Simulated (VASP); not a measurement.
P: relaxation of cell and atoms with PBE+D3(BJ)

Crystal: P.

```
P
1.0
     1.65820   -5.24200    0.00000
     1.65820    5.24200    0.00000
     0.00000    0.00000    4.37930
P
4
Cartesian
  1.6582 -4.1766 0.3533
  1.6582 -1.0654 2.5430
  1.6582 4.1766 4.0260
  1.6582 1.0654 1.8363
```

- Program: VASP 6.6.1
- Task: relaxation of cell and atoms
- Functional: PBE
- Dispersion: D3(BJ)
- Potentials or basis: VASP PAW PBE potentials, release 64 (P)
- Cutoff: 600 eV
- k mesh: 12 × 12 × 8
- Occupations: gaussian, width 0.01 eV
- Spin: no spin polarisation
- Dipole correction: no
- Further INCAR settings: ALGO = Normal; EDIFF = 1e-07; IBRION = 2; EDIFFG = -0.005; NSW = 100; ISIF = 3

| Property | Result |
| --- | --- |
| Relaxed volume | 17.67 Å³/atom |
| Relaxed cell | a = 5.361 Å, b = 5.361 Å, c = 4.184 Å, α = 90.00°, β = 90.00°, γ = 143.99° |
| Space group after relaxing (to 0.1 Å) | Cmce (No. 64) |
| Energy gained by relaxing | 8.3 meV/atom |
| Ionic steps | 12 |
| Pressure after relaxing | 0.0 GPa |
| Band gap on the k mesh | zero (bands 10 and 11 overlap by 0.13 eV) |
| Dispersion energy per atom | -0.397 eV |

The path:
| step | energy change (eV) | largest force (eV/Å) | pressure (GPa) | volume (Å³) |
| --- | --- | --- | --- | --- |
| 1 | 0.0000 | 0.0718 | -1.43 | 76.13 |
| 2 | -0.0088 | 0.2276 | 0.39 | 74.28 |
| 3 | -0.0090 | 0.2092 | 0.18 | 74.48 |
| 4 | -0.0161 | 0.1090 | 0.05 | 73.83 |
| 5 | -0.0198 | 0.0507 | -0.15 | 72.93 |
| 6 | -0.0264 | 0.0541 | -0.18 | 72.32 |
| 7 | -0.0326 | 0.0580 | -0.14 | 70.91 |
| 8 | -0.0326 | 0.0683 | 0.13 | 70.58 |
| 9 | -0.0330 | 0.0093 | 0.00 | 70.74 |
| 10 | -0.0330 | 0.0057 | -0.02 | 70.73 |
| 11 | -0.0330 | 0.0059 | -0.03 | 70.72 |
| 12 | -0.0331 | 0.0019 | -0.01 | 70.70 |

Final structure:
```
P
1.0
     1.65707   -5.09814    0.00000
     1.65707    5.09814    0.00000
     0.00000    0.00000    4.18419
P
4
Direct
  0.89399 0.10601 0.07304
  0.60601 0.39399 0.57303
  0.10601 0.89399 0.92697
  0.39399 0.60601 0.42696
```

Levels at points of the mesh, in eV from the Fermi level:
```tsv
k point	band 8	band 9	band 10	band 11	band 12	band 13
(0.00, 0.00, 0.00)	-2.92	-2.69	-1.43	0.94	1.20	1.87
(0.50, 0.00, 0.00)	-3.28	-2.71	-2.71	0.78	0.78	1.04
(0.50, 0.50, 0.00)	-2.21	-1.83	-0.37	0.44	0.60	2.43
(0.00, 0.00, 0.50)	-3.14	-0.95	-0.95	1.45	1.45	2.23
(0.50, 0.00, 0.50)	-5.80	-2.13	-2.13	1.58	1.58	4.63
(0.50, 0.50, 0.50)	-2.48	-1.32	-1.32	1.31	1.31	2.69
```

It took 62 min on 1 thread of Intel Xeon 8259CL, with other jobs on the host, peak memory 0.44 GiB.
